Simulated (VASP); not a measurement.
# Pb (Im-3m) in VASP: notebook, part 2 of 2

VASP 6.6.1. Earlier steps stand in the parts before.

## Step 3: Single point, PBEsol

This run uses another cell than the first one, of 29.38 Å³/atom, 1.029 times its volume.

INCAR reads:

```
SYSTEM = Pb
PREC = Accurate
ENCUT = 520
EDIFF = 1E-6
ISMEAR = -1
SIGMA = 0.1
LREAL = .False.
LASPH = .True.
NELM = 100
ALGO = Normal
ISIF = 2
LWAVE = .False.
LCHARG = .False.
GGA = PS
NBANDS = 13
```

KPOINTS reads:

```
Automatic mesh
0
Gamma
  8 8 8
  0 0 0
```

POSCAR reads:

```
Pb
1.0
   -1.9438604256      1.9438604256      1.9438604256
    1.9438604256     -1.9438604256      1.9438604256
    1.9438604256      1.9438604256     -1.9438604256
Pb
1
Direct
    0.0000000000      0.0000000000      0.0000000000
```

Potentials or basis: VASP PAW PBE potentials, release 64 (Pb_d).

Launch:

```
$ cat potpaw_PBE.64/Pb_d/POTCAR > POTCAR
$ mpirun -np 1 vasp_std > vasp.out
```

OUTCAR:

```text
SYSTEM = Pb
   PREC = Accurate
   ENCUT = 520
   EDIFF = 1E-6
   ISMEAR = -1
   LREAL = .False.
   LASPH = .True.
   NELM = 100
   ISIF = 2
   GGA = PS

 ion  position               nearest neighbor table
   1  0.000  0.000  0.000-

  LATTYP: Found a body centered cubic cell.
 ALAT       =     3.8877208512

  Lattice vectors:

 A1 = (  -1.9438604256,   1.9438604256,   1.9438604256)
 A2 = (   1.9438604256,  -1.9438604256,   1.9438604256)
 A3 = (   1.9438604256,   1.9438604256,  -1.9438604256)

Analysis of symmetry for initial positions (statically):
=====================================================================
 Subroutine PRICEL returns:
 Original cell was already a primitive cell.

 Routine SETGRP: Setting up the symmetry group for a
 body centered cubic supercell.

 Subroutine GETGRP returns: Found 48 space group operations
 (whereof 48 operations were pure point group operations)
 out of a pool of 48 trial point group operations.

The static configuration has the point symmetry O_h .

[... 166 lines left out ...]
  band No.  band energies     occupation
      1      -9.6079      2.00000
      2      -9.6079      2.00000
      3      -9.6079      2.00000
      4      -9.3423      2.00000
      5      -9.3423      2.00000
      6      -4.5291      2.00000
      7      15.3893      0.00000
      8      15.3893      0.00000
      9      15.3893      0.00000
     10      18.6148      0.00000
     11      18.6148      0.00000
     12      18.6148      0.00000
     13      19.8187      0.00000
[... 354 lines left out ...]
  band No.  band energies     occupation
      1      -9.5633      2.00000
      2      -9.4851      2.00000
      3      -9.4602      2.00000
      4      -9.3775      2.00000
      5      -9.2686      2.00000
      6      -0.4915      2.00000
      7       6.2681      1.99998
      8       8.9902      0.00000
      9       9.7713      0.00000
     10      13.9503      0.00000
     11      18.3351      0.00000
     12      20.7843      0.00000
     13      20.7939      0.00000

 [... further k-points ...]

------------------------ aborting loop because EDIFF is reached ----------------------------------------

  FORCE on cell =-STRESS in cart. coord.  units (eV):
  Direction    XX          YY          ZZ          XY          YZ          ZX
  --------------------------------------------------------------------------------------
  -------------------------------------------------------------------------------------
  Total        0.2003589      0.2003589      0.2003589     -0.0000000     -0.0000000      0.0000000
  in kB       10.9260705     10.9260705     10.9260705     -0.0000000     -0.0000000      0.0000000
  external PRESSURE =      10.9260705 kB  Pullay stress =       0.0000000 kB

 VOLUME and BASIS-vectors are now :
 -----------------------------------------------------------------------------
  energy-cutoff  :      520.00
  volume of cell :       29.38
      direct lattice vectors                 reciprocal lattice vectors
    -1.943860426  1.943860426  1.943860426     0.000000000  0.257220114  0.257220114
     1.943860426 -1.943860426  1.943860426     0.257220114  0.000000000  0.257220114
     1.943860426  1.943860426 -1.943860426     0.257220114  0.257220114  0.000000000

 POSITION                                       TOTAL-FORCE (eV/Angst)
 -----------------------------------------------------------------------------------
      0.00000      0.00000      0.00000         0.000000     -0.000000      0.000000
 -----------------------------------------------------------------------------------
    total drift:                               -0.000000     -0.000000     -0.000000

  FREE ENERGIE OF THE ION-ELECTRON SYSTEM (eV)
  ---------------------------------------------------
  free  energy   TOTEN  =        -3.9835511889 eV

  energy  without entropy=       -3.9737610306  energy(sigma->0) =       -3.97865611
```

OSZICAR:

```text
N       E                     dE             d eps       ncg     rms          rms(c)
DAV:   1     0.107530832189E+03    0.10753E+03   -0.71126E+03   769   0.129E+03
DAV:   2     0.109539626700E+01   -0.10644E+03   -0.10349E+03   799   0.308E+02
DAV:   3    -0.388690415900E+01   -0.49823E+01   -0.49591E+01   960   0.730E+01
DAV:   4    -0.399661347517E+01   -0.10971E+00   -0.10969E+00   875   0.115E+01
DAV:   5    -0.400213892883E+01   -0.55255E-02   -0.55254E-02  1074   0.241E+00    0.616E-01
DAV:   6    -0.398746024135E+01    0.14679E-01   -0.19087E-02   952   0.248E+00    0.286E-01
DAV:   7    -0.398379654839E+01    0.36637E-02   -0.75759E-03   972   0.144E+00    0.892E-02
DAV:   8    -0.398355323724E+01    0.24331E-03   -0.42675E-04  1133   0.341E-01    0.956E-03
DAV:   9    -0.398355129080E+01    0.19464E-05   -0.76472E-06   965   0.502E-02    0.453E-03
DAV:  10    -0.398355118893E+01    0.10187E-06   -0.52325E-07   592   0.896E-03
   1 F= -.39835512E+01 E0= -.39786561E+01  d E =-.979016E-02
```

stdout:

```text
POSCAR found type information on POSCAR Pb
 POSCAR found :  1 types and       1 ions
 scaLAPACK will be used
 -----------------------------------------------------------------------------
|                                                                             |
|                                                                             |
|     You enforced a specific xc type in the INCAR file but a different       |
|     I HOPE YOU KNOW WHAT YOU ARE DOING!                                     |
|                                                                             |
 -----------------------------------------------------------------------------

 LDA part: xc-table for (Slater+PW92), standard interpolation
 POSCAR, INCAR and KPOINTS ok, starting setup
 FFT: planning ... GRIDC
 FFT: planning ... GRID_SOFT
 FFT: planning ... GRID
 WAVECAR not read
 entering main loop
```

Run time: 6.6 s. Hardware: 1 thread of Intel Xeon Platinum 8488C (Sapphire Rapids), shared host; peak memory 0.16 GiB.

Results:

```
Free energy            : -3.9836 eV
Pressure               : 1.1 GPa
Band gap on the k mesh : zero (band 7 reaches 15.39 eV, above the bottom of band 8 at 5.45 eV)
```

Caveat: the PAW data sets were made with another functional, which shifts forces and pressure a little; spin-orbit coupling is left out, which moves the levels of the heavy elements.

## Step 4: Single point, PBEsol

This run uses another cell than the first one, of 30.21 Å³/atom, 1.058 times its volume.

INCAR reads:

```
PREC = Accurate
ENCUT = 520
EDIFF = 1E-7
ISMEAR = -1
SIGMA = 0.1
LREAL = F
LASPH = T
NELM = 100
ALGO = Normal
ISIF = 2
LWAVE = F
LCHARG = F
GGA = PS
NBANDS = 13
```

KPOINTS reads:

```
regular mesh
0
Gamma
  8 8 8
```

POSCAR reads:

```
Pb
1.0
   -1.9619438866      1.9619438866      1.9619438866
    1.9619438866     -1.9619438866      1.9619438866
    1.9619438866      1.9619438866     -1.9619438866
Pb
1
Direct
    0.0000000000      0.0000000000      0.0000000000
```

Launch:

```
$ cat potpaw_PBE.64/Pb_d/POTCAR > POTCAR
$ mpirun -np 1 vasp_std > vasp.out
```

Run time: 6.3 s. Hardware: 1 thread of Intel Xeon Platinum 8488C (Sapphire Rapids), shared host; peak memory 0.16 GiB.

Results (log left out):

- Free energy: -3.9860 eV
- Pressure: -0.3 GPa
- Band gap on the k mesh: zero (band 7 reaches 14.82 eV, above the bottom of band 8 at 5.21 eV)

Levels at points of the mesh, in eV from the Fermi level:
| k point | band 4 | band 5 | band 6 | band 7 | band 8 | band 9 | band 10 | band 11 |
| --- | --- | --- | --- | --- | --- | --- | --- | --- |
| (0.00, 0.00, 0.00) | -16.75 | -16.75 | -11.75 | 7.72 | 7.72 | 7.72 | 11.16 | 11.16 |
| (0.50, 0.00, 0.00) | -16.76 | -16.60 | -7.85 | -4.04 | 3.52 | 5.21 | 7.63 | 9.02 |
| (0.50, 0.50, 0.50) | -16.64 | -16.64 | -5.09 | -0.34 | -0.34 | -0.34 | 4.62 | 4.62 |

Caveat: the PAW data sets were made with another functional, which shifts forces and pressure a little; spin-orbit coupling is left out, which moves the levels of the heavy elements.

## Step 5: The runs side by side

```csv
cell,gap on the mesh (eV),pressure (GPa)
"a = 3.335 Å, angles 109.5°, 1 atom",none,2.8
"a = 3.367 Å, angles 109.5°, 1 atom",none,1.1
"a = 3.398 Å, angles 109.5°, 1 atom",none,-0.3
```

Alike in all rows: task single point; level PBEsol; potentials or basis VASP PAW PBE potentials, release 64 (Pb_d); no spin polarisation; k mesh 8 × 8 × 8; cutoff (eV) 520; smearing fermi-dirac 0.1 eV.

Caveats: the PAW data sets were made with another functional, which shifts forces and pressure a little; spin-orbit coupling is left out, which moves the levels of the heavy elements.

Total energies depend on the potentials used, so only differences within one code and one set of settings carry meaning.
